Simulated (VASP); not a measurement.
# BC2 (I4/mcm) in VASP: relaxation of cell and atoms with PBE

Aim: the relaxation of cell and atoms of BC2 with PBE.

All numbers are computed with VASP 6.6.1; they aren't measurements. Logs are shortened: lines on timing, memory, paths and dates and some standing lists are left out, and cuts for length are marked.

## 1. The cell of the first run

Symmetry: I4/mcm, No. 140, tetragonal system. Conventional cell: a = 4.722 Å, b = 4.722 Å, c = 3.931 Å, α = 90.00°, β = 90.00°, γ = 90.00°. Within 2.6 Å of B (site symmetry 422) lie 2 B at 1.97 Å and 8 C at 2.01 Å. C (site symmetry m2m) has 4 B at 2.01 Å and 11 C at 2.23 to 2.52 Å within 2.7 Å.

## 2. Relaxation of cell and atoms, PBE

The input, INCAR:

```
PREC = Accurate ; ENCUT = 600
EDIFF = 1E-6 ; ISMEAR = 0
SIGMA = 0.1 ; LREAL = False
LASPH = True ; NELM = 100
ALGO = Fast ; ISIF = 3
LWAVE = False ; LCHARG = False
GGA = PE ; IBRION = 2
NSW = 90 ; EDIFFG = -0.04
```

The input, KPOINTS:

```
regular mesh
0
Gamma
  6 6 6
```

The input, POSCAR:

```
BC2
1.0
   -2.3610448785      2.3610448785      1.9653364891
    2.3610448785     -2.3610448785      1.9653364891
    2.3610448785      2.3610448785     -1.9653364891
B C
2 4
Direct
    0.2500000000      0.2500000000      0.0000000000
    0.7500000000      0.7500000000      0.0000000000
    0.6670000000      0.1670000000      0.8340000000
    0.1670000000      0.3330000000      0.5000000000
    0.3330000000      0.8330000000      0.1660000000
    0.8330000000      0.6670000000      0.5000000000
```

Potentials or basis: VASP PAW PBE potentials, release 64 (B, C).

The run is started by

```sh
$ cat potpaw_PBE.64/B/POTCAR potpaw_PBE.64/C/POTCAR > POTCAR
$ mpirun -np 1 vasp_std > vasp.out
```

OUTCAR:

```text
PREC = Accurate
   ENCUT = 600
   EDIFF = 1E-6
   ISMEAR = 0
   LREAL = False
   LASPH = True
   NELM = 100
   ISIF = 3
   GGA = PE
   IBRION = 2
   NSW = 90
   EDIFFG = -0.04

 ion  position               nearest neighbor table
   1  0.250  0.250  0.000-   2 1.97   2 1.97   6 2.01   3 2.01   4 2.01   5 2.01   4 2.01   6 2.01
                             3 2.01   5 2.01
   2  0.750  0.750  0.000-   1 1.97   1 1.97   5 2.01   3 2.01   5 2.01   6 2.01   6 2.01   3 2.01
                             4 2.01   4 2.01
   3  0.667  0.167  0.834-   1 2.01   2 2.01   1 2.01   2 2.01
   4  0.167  0.333  0.500-   2 2.01   1 2.01   1 2.01   2 2.01
   5  0.333  0.833  0.166-   1 2.01   2 2.01   1 2.01   2 2.01
   6  0.833  0.667  0.500-   1 2.01   2 2.01   2 2.01   1 2.01

  LATTYP: Found a body centered tetragonal cell.
 ALAT       =     4.7220897570
 C/A-ratio  =     0.8324011572

  Lattice vectors:

 A1 = (  -2.3610448785,   2.3610448785,   1.9653364891)
 A2 = (   2.3610448785,  -2.3610448785,   1.9653364891)
 A3 = (   2.3610448785,   2.3610448785,  -1.9653364891)

Analysis of symmetry for initial positions (statically):
=====================================================================
 Subroutine PRICEL returns:
 Original cell was already a primitive cell.

 Routine SETGRP: Setting up the symmetry group for a
 body centered tetragonal supercell.

 Subroutine GETGRP returns: Found 16 space group operations
 (whereof  8 operations were pure point group operations)
 out of a pool of 16 trial point group operations.

The static configuration has the point symmetry C_4h.
 The point group associated with its full space group is D_4h.

Analysis of symmetry for dynamics (positions and initial velocities):
=====================================================================
 Subroutine PRICEL returns:
 Original cell was already a primitive cell.

 Routine SETGRP: Setting up the symmetry group for a
 body centered tetragonal supercell.

 Subroutine GETGRP returns: Found 16 space group operations
 (whereof  8 operations were pure point group operations)
 out of a pool of 16 trial point group operations.

The dynamic configuration has the point symmetry C_4h.
 The point group associated with its full space group is D_4h.

 Subroutine INISYM returns: Found 16 space group operations
 (whereof  8 operations are pure point group operations),
 and found     1 'primitive' translations

----------------------------------------------------------------------------------------

                                     Primitive cell

  volume of cell :      43.8233

  direct lattice vectors                    reciprocal lattice vectors
    -2.361044878  2.361044878  1.965336489     0.000000000  0.211770646  0.254409361
     2.361044878 -2.361044878  1.965336489     0.211770646  0.000000000  0.254409361
     2.361044878  2.361044878 -1.965336489     0.211770646  0.211770646  0.000000000

  length of vectors
     3.874482333  3.874482333  3.874482333     0.331014999  0.331014999  0.299488920

  position of ions in fractional coordinates (direct lattice)
     0.250000000  0.250000000  0.000000000
     0.750000000  0.750000000  0.000000000
     0.667000000  0.167000000  0.834000000
     0.167000000  0.333000000  0.500000000
     0.333000000  0.833000000  0.166000000
     0.833000000  0.667000000  0.500000000

  ion indices of the primitive-cell ions
   primitive index   ion index
                 1           1
                 2           2
                 3           3
                 4           4
                 5           5
                 6           6

----------------------------------------------------------------------------------------

 KPOINTS: regular mesh

Automatic generation of k-mesh.
 Grid dimensions read from file:
 generate k-points for:    6    6    6

 Generating k-lattice:

  Cartesian coordinates                     Fractional coordinates (reciprocal lattice)
     0.000000000  0.035295108  0.042401560     0.166666667  0.000000000 -0.000000000
     0.035295108  0.000000000  0.042401560     0.000000000  0.166666667 -0.000000000
     0.035295108  0.035295108  0.000000000     0.000000000  0.000000000  0.166666667

  Length of vectors
     0.055169166  0.055169166  0.049914820

  Shift w.r.t. Gamma in fractional coordinates (k-lattice)
     0.000000000  0.000000000  0.000000000

 Subroutine IBZKPT returns following result:
 ===========================================

 Found     30 irreducible k-points:

 Following reciprocal coordinates:
            Coordinates               Weight
  0.000000  0.000000  0.000000      1.000000
  0.166667 -0.000000  0.000000      8.000000
  0.333333  0.000000 -0.000000      8.000000
  0.500000 -0.000000  0.000000      4.000000
  0.166667  0.166667  0.000000      8.000000
  0.333333  0.166667 -0.000000     16.000000
[... 16 lines left out ...]
 -0.333333 -0.333333  0.166667      8.000000
 -0.166667 -0.333333  0.166667      8.000000
 [... further k-points ...]
   k-points           NKPTS =     30   k-points in BZ     NKDIM =     30   number of bands    NBANDS=     15
   number of dos      NEDOS =    301   number of ions     NIONS =      6
   total plane-waves  NPLWV =  32768
   dimension x,y,z NGX =    32 NGY =   32 NGZ =   32
   dimension x,y,z NGXF=    64 NGYF=   64 NGZF=   64
   ions per type =               2   4
   NGX,Y,Z   is equivalent  to a cutoff of  13.73, 13.73, 13.73 a.u.
   NGXF,Y,Z  is equivalent  to a cutoff of  27.46, 27.46, 27.46 a.u.
 SYSTEM =  unknown system
   PREC   = accura    normal or accurate (medium, high low for compatibility)
   ISTART =      0    job   : 0-new  1-cont  2-samecut
   ICHARG =      2    charge: 1-file 2-atom 10-const
   ISPIN  =      1    spin polarized calculation?
   LNONCOLLINEAR =      F non collinear calculations
   LSORBIT =      F    spin-orbit coupling
   LASPH  =      T    aspherical Exc in radial PAW
   ENCUT  =  600.0 eV  44.10 Ry    6.64 a.u.   7.74  7.74  7.74*2*pi/ulx,y,z
   NELM   =    100;   NELMIN=  2; NELMDL= -5     # of ELM steps
   EDIFF  = 0.1E-05   stopping-criterion for ELM
   LREAL  =      F    real-space projection
   EDIFFG = -.4E-01   stopping-criterion for IOM
   NSW    =     90    number of steps for IOM
   IBRION =      2    ionic relax: 0-MD 1-quasi-New 2-CG
   NFREE  =      1    steps in history (QN), initial steepest desc. (CG)
   ISIF   =      3    stress and relaxation
   ISYM   =      2    0-nonsym 1-usesym 2-fastsym
   POTIM  = 0.5000    time-step for ionic-motion
   TEBEG  =    0.0;   TEEND  =   0.0 temperature during run
   PSTRESS=    0.0 pullay stress
   NELECT =      22.0000    total number of electrons
   NUPDOWN=      -1.0000    fix difference up-down
   EMIN   =  10.00;   EMAX   =-10.00  energy-range for DOS
   EFERMI =   0.00;   METHOD = LEGACY
   ISMEAR =     0;   SIGMA  =   0.10  broadening in eV -4-tet -1-fermi 0-gaus
   EFERMI_NEDOS =   21; number of points for ismear=-14 and -15
   IALGO  =     68    algorithm
   IMIX   =      4    mixing-type and parameters
     AMIX     =   0.40;   BMIX     =  1.00
     AMIX_MAG =   1.60;   BMIX_MAG =  1.00
  volume/ion in A,a.u.               =       7.30        49.29
  Fermi-wavevector in a.u.,A,eV,Ry     =   1.301110  2.458741 23.033120  1.692887
  Thomas-Fermi vector in A             =   2.432265
   LORBIT       =      0    0 simple, 1 ext, 2 COOP (PROOUT), +10 PAW based schemes
   GGA     = PE    functional components
   LHFCALC =     F    Hartree Fock is set to
   AEXX    =    0.0000 exact exchange contribution
   IVDW    =     0    specifies the selected vdW correction
   LEPSILON=     F    determine dielectric tensor
   LRPA    =     F    only Hartree local field effects (RPA)
 conjugate gradient relaxation of ions
 non-spin polarized calculation
 RMM-DIIS sequential band-by-band and
 Gauss-broadening in eV      SIGMA  =   0.10
  energy-cutoff  :      600.00
  volume of cell :       43.82
 maximum number of plane-waves:      1479
   NGX = 15   NGY = 15   NGZ = 15

--------------------------------------- Ionic step        1  -------------------------------------------

 number of electron      22.0000000 magnetization

 Free energy of the ion-electron system (eV)
  ---------------------------------------------------
  ext. energy  EPLUGINS =         0.00000000
  ---------------------------------------------------
  free energy    TOTEN  =       -31.46743667 eV

  energy without entropy =      -31.46435763  energy(sigma->0) =      -31.46589715

------------------------ aborting loop because EDIFF is reached ----------------------------------------

  FORCE on cell =-STRESS in cart. coord.  units (eV):
  Direction    XX          YY          ZZ          XY          YZ          ZX
  --------------------------------------------------------------------------------------
  -------------------------------------------------------------------------------------
  Total       -6.6081893     -6.6081893     -2.6316322      0.0000000      0.0000000     -0.0000000
  in kB     -241.5948466   -241.5948466    -96.2122521      0.0000000      0.0000000     -0.0000000
  external PRESSURE =    -193.1339817 kB  Pullay stress =       0.0000000 kB
[... 101 lines left out ...]
  FREE ENERGIE OF THE ION-ELECTRON SYSTEM (eV)
  ---------------------------------------------------
  free  energy   TOTEN  =       -32.1184937455 eV

  energy  without entropy=      -32.1137666256  energy(sigma->0) =      -32.11613019

 E-fermi :  10.0681     XC(G=0): -13.4260

 val. band max:       10.0624437785   @ k =   0.3333   0.1667  -0.0000
 cond. band min:      10.0768088127   @ k =   0.5000   0.5000   0.1667
 fundamental gap:      0.0143650343
 Fermi energy:        10.0680977677

 k-point     1 :       0.0000    0.0000    0.0000
  band No.  band energies     occupation
      1     -10.7010      2.00000
      2      -1.5544      2.00000
      3       1.9596      2.00000
      4       2.4307      2.00000
      5       3.1296      2.00000
      6       3.1296      2.00000
      7       3.4445      2.00000
      8       3.4445      2.00000
      9       4.2440      2.00000
     10       4.8750      2.00000
     11       4.8750      2.00000
     12       5.8023      2.00000
     13       9.1458      2.00000
     14      10.8186      0.00000
[... 401 lines left out ...]
      2      -4.6835      2.00000
      3      -1.5907      2.00000
      4      -0.9217      2.00000
      5       1.4963      2.00000
      6       2.2057      2.00000
      7       3.7977      2.00000
      8       4.3424      2.00000
      9       6.4343      2.00000
     10       8.1766      2.00000
     11       8.4737      2.00000
     12      11.1037      0.00000
     13      11.2622      0.00000
     14      14.5538      0.00000
     15      14.6015      0.00000

 [... further k-points ...]

[... ionic steps 4 to 39 ...]

--------------------------------------- Ionic step       40  -------------------------------------------

 number of electron      22.0000001 magnetization

------------------------ aborting loop because EDIFF is reached ----------------------------------------
[... 75 lines left out ...]
--------------------------------------- Ionic step       42  -------------------------------------------

 number of electron      22.0000001 magnetization

 Free energy of the ion-electron system (eV)
  ---------------------------------------------------
  ext. energy  EPLUGINS =         0.00000000
  ---------------------------------------------------
  free energy    TOTEN  =       -36.16589283 eV

  energy without entropy =      -36.15268224  energy(sigma->0) =      -36.15928754

 E-fermi :   9.0127     XC(G=0): -13.1231

 val. band max:        8.9855362947   @ k =  -0.3333   0.5000   0.3333
 cond. band min:       9.0263554136   @ k =  -0.3333   0.1667   0.0000
 fundamental gap:      0.0408191189
 Fermi energy:         9.0127086963

 k-point     1 :       0.0000    0.0000    0.0000
  band No.  band energies     occupation
      1     -10.8932      2.00000
      2      -2.9556      2.00000
      3       1.1875      2.00000
      4       1.2366      2.00000
      5       1.2366      2.00000
      6       3.3389      2.00000
      7       4.0996      2.00000
      8       4.0996      2.00000
      9       4.6038      2.00000
     10       4.6038      2.00000
     11       5.0959      2.00000
     12       5.8913      2.00000
     13       6.3126      2.00000
     14       7.5677      2.00000
[... 401 lines left out ...]
      2      -4.8422      2.00000
      3      -1.7345      2.00000
      4      -1.1087      2.00000
      5       1.0119      2.00000
      6       1.6126      2.00000
      7       2.8545      2.00000
      8       4.1281      2.00000
      9       6.3714      2.00000
     10       7.0574      2.00000
     11       8.6501      2.00000
     12       8.6596      2.00000
     13       9.0402      0.69741
     14      11.7865      0.00000
     15      15.0275      0.00000

 [... further k-points ...]

------------------------ aborting loop because EDIFF is reached ----------------------------------------

  FORCE on cell =-STRESS in cart. coord.  units (eV):
  Direction    XX          YY          ZZ          XY          YZ          ZX
  --------------------------------------------------------------------------------------
  -------------------------------------------------------------------------------------
  Total        0.0741997      0.0741997     -0.0846444      0.0000000      0.0000000      0.0000000
  in kB        3.2211791      3.2211791     -3.6746082      0.0000000      0.0000000      0.0000000
  external PRESSURE =       0.9225833 kB  Pullay stress =       0.0000000 kB
[... 21 lines left out ...]
  FREE ENERGIE OF THE ION-ELECTRON SYSTEM (eV)
  ---------------------------------------------------
  free  energy   TOTEN  =       -36.1658928347 eV

  energy  without entropy=      -36.1526822405  energy(sigma->0) =      -36.15928754

 reached required accuracy - stopping structural energy minimisation
```

Wall time 13 min (1 thread of Intel Xeon Platinum 8375C at 2.90GHz (Ice Lake), shared host); peak memory 0.19 GiB.

What came out:

```yaml
Free_energy: -36.1659 eV
Relaxed_volume: 6.15 Å³/atom
Relaxed_cell: a = 3.687 Å, b = 3.687 Å, c = 3.687 Å, α = 116.92°, β = 116.92°, γ = 95.43°
Space_group_after_relaxing_to_0.1_Å: I4/mcm (No. 140)
Pressure_after_relaxing: 0.1 GPa
Largest_force_after_relaxing: 0.024 eV/Å
Band_gap_on_the_k_mesh: zero (bands 11 and 12 overlap by 4.07 eV)
```

Forces in eV/Å, atoms in the order of the input:
```
B    0.000  0.000  0.000
B    0.000  0.000  0.000
C   -0.017 -0.017  0.000
C    0.017 -0.017  0.000
C    0.017  0.017  0.000
C   -0.017  0.017  0.000
```

Final structure:
```cif
data_structure
_symmetry_space_group_name_H-M 'P 1'
_symmetry_Int_Tables_number 1
_cell_length_a 3.6867
_cell_length_b 3.6867
_cell_length_c 3.6867
_cell_angle_alpha 116.915
_cell_angle_beta 116.915
_cell_angle_gamma 95.432
_cell_volume 36.91
loop_
_atom_site_label
_atom_site_type_symbol
_atom_site_fract_x
_atom_site_fract_y
_atom_site_fract_z
_atom_site_occupancy
B1 B 0.25000 0.25000 0.00000 1
B2 B 0.75000 0.75000 0.00000 1
C1 C 0.63286 0.13286 0.76572 1
C2 C 0.13286 0.36714 0.50000 1
C3 C 0.36714 0.86714 0.23428 1
C4 C 0.86714 0.63286 0.50000 1
```

Caveat: the volume moved by over 15 % at a fixed basis, so the end points are rough.
